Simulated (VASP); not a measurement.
Wanted: the native input for a VASP 6.6.1 run.

```yaml
Task: single point
Functional: LDA
Potentials_or_basis: VASP PAW LDA potentials, release 64 (P)
Cutoff: 520 eV
k_mesh: 17 × 17 × 17
Occupations: fermi-dirac, width 0.05 eV
Spin: no spin polarisation
Dipole_correction: no
Further_INCAR_settings: ALGO = Normal; EDIFF = 1e-06; NBANDS = 8
```

The structure of P lies in POSCAR:

```
P
1.0
   -1.3219107762      1.3219107762      1.3219107762
    1.3219107762     -1.3219107762      1.3219107762
    1.3219107762      1.3219107762     -1.3219107762
P
1
Direct
    0.0000000000      0.0000000000      0.0000000000
```

This cell differs from its parent crystal: volume scaled by 0.68.

One way to write it, as run:

INCAR

```
SYSTEM = P
ALGO = Normal
EDIFF = 1E-6
ENCUT = 520
GGA = CA
ISIF = 2
ISMEAR = -1
LASPH = .True.
LCHARG = .False.
LREAL = .False.
LWAVE = .False.
NBANDS = 8
NELM = 80
PREC = Accurate
SIGMA = 0.05
```

KPOINTS

```
k-points
0
Gamma
  17 17 17
  0 0 0
```

Potentials or basis: VASP PAW LDA potentials, release 64 (P).

Run with:

```bash
$ cat potpaw_LDA.64/P/POTCAR > POTCAR
$ mpirun -np 1 vasp_std > vasp.out
```

Results of the run:

```
Pressure : 90.0 GPa
```

It took 5.1 s on 1 thread of Intel(R) Xeon(R) Platinum 8488C (Sapphire Rapids), on a shared host, peak memory 0.12 GiB.
